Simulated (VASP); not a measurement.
A run of VASP 6.6.1 is set up as follows.

The input POSCAR:

```
SbPb3
1.0
    3.4609500000      0.0000000000      0.0000000000
   -1.7304750000      2.9972710000      0.0000000000
    0.0000000000      0.0000000000     11.7542850000
Sb Pb
1 3
Direct
    0.0000000000      0.0000000000      0.5000000000
    0.0000000000      0.0000000000      0.0000000000
    0.6666666667      0.3333333333      0.7459460000
    0.6666666667      0.3333333333      0.2540540000
```

Contents of INCAR.step1:

```
SYSTEM = SbPb3
  ALGO = Normal
  EDIFF = 1E-4
  ENCUT = 520
  GGA = PE
  ISMEAR = -1
  LASPH = .True.
  LCHARG = .False.
  LREAL = .False.
  LWAVE = .True.
  NBANDS = 32
  NELM = 80
  PREC = Accurate
  SIGMA = 0.05
```

Contents of INCAR.step2:

```
SYSTEM = SbPb3
  ALGO = Normal
  EDIFF = 1E-7
  ENCUT = 520
  ISIF = 2
  ISMEAR = -1
  ISTART = 1
  LASPH = .True.
  LCHARG = .False.
  LMIXTAU = .True.
  LREAL = .False.
  LWAVE = .False.
  METAGGA = R2SCAN
  NBANDS = 32
  NELM = 80
  PREC = Accurate
  SIGMA = 0.05
```

The input KPOINTS:

```
k-points
0
Gamma
  8 8 2
  0 0 0
```

Potentials or basis: VASP PAW PBE potentials, release 64 (Sb, Pb_d).

Run with:

```console
$ cat potpaw_PBE.64/Sb/POTCAR potpaw_PBE.64/Pb_d/POTCAR > POTCAR
$ cp INCAR.step1 INCAR
$ mpirun -np 1 vasp_std > vasp.out
$ cp INCAR.step2 INCAR
$ mpirun -np 1 vasp_std > vasp.out
```

What does it give for the pressure?

-0.4 GPa.

Stress tensor (GPa, compression positive):
```
-0.52  0.00  0.00
 0.00 -0.52  0.00
 0.00  0.00 -0.26
```

Caveat: the PAW data sets were made with another functional, which shifts forces and pressure a little.
